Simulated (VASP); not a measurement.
Write the native input for VASP 6.6.1 that does the following.

* Task: single point
* Functional: PBE
* Potentials or basis: VASP PAW PBE potentials, release 64 (Si, O)
* Cutoff: 520 eV
* k mesh: 4 × 4 × 4
* Occupations: gaussian, width 0.05 eV
* Spin: no spin polarisation
* Dipole correction: no
* Further INCAR settings: ALGO = Normal; EDIFF = 1e-07; NBANDS = 40

The structure of Si4O7 (a cell with a defect) lies in POSCAR:

```
Si4O7
1.0
    5.0799801732      0.0000000000      0.0000000000
    0.0000000000      5.0799801732      0.0000000000
    0.0000000000      0.0000000000      7.0914769300
Si O
4 7
Direct
    0.2944292339      0.2944292339      0.0000000000
    0.2055707661      0.7944292339      0.2500000000
    0.7055707661      0.7055707661      0.5000000000
    0.7944292339      0.2055707661      0.7500000000
    0.4053663613      0.7409644515      0.4248320116
    0.7590355485      0.9053663613      0.6748320116
    0.5946336387      0.2590355485      0.9248320116
    0.7409644515      0.4053663613      0.5751679884
    0.8634166000      0.7170857872      0.3439599854
    0.2590355485      0.5946336387      0.0751679884
    0.0946336387      0.2409644515      0.8251679884
```

This cell differs from its parent crystal: atoms taken out, atom 9 moved -0.125 of the way to it and +0.000 Å across, host rigid.

One way to write it, as run:

INCAR

```
PREC     = Accurate       # precision mode
ENCUT    = 520            # plane-wave cutoff, eV
EDIFF    = 1E-7           # SCF threshold, eV
ISMEAR   = 0              # smearing method
SIGMA    = 0.05           # smearing width, eV
LREAL    = F              # projectors in reciprocal space
LASPH    = T              # aspherical terms in the spheres
NELM     = 100            # most SCF steps
ALGO     = Normal         # electronic algorithm
ISIF     = 2              # what is computed and relaxed
LWAVE    = F              # write WAVECAR
LCHARG   = F              # write CHGCAR
GGA      = PE             # functional
NBANDS   = 40             # bands
```

KPOINTS

```
regular mesh
0
Gamma
  4 4 4
```

Potentials or basis: VASP PAW PBE potentials, release 64 (Si, O).

Command:

```bash
$ cat potpaw_PBE.64/Si/POTCAR potpaw_PBE.64/O/POTCAR > POTCAR
$ mpirun -np 1 vasp_std > vasp.out
```

Results of the run:

```
Pressure               : 4.9 GPa
Largest force          : 19.935 eV/Å
Band gap on the k mesh : 2.45 eV
```

Caveat: the cell differs from its parent crystal (atoms taken out, atom 9 moved -0.125 of the way to it and +0.000 Å across, host rigid).

Run time: 2.3 min on 1 thread of Intel(R) Xeon(R) 6975P-C (Granite Rapids) (shared host), peak memory 0.38 GiB.
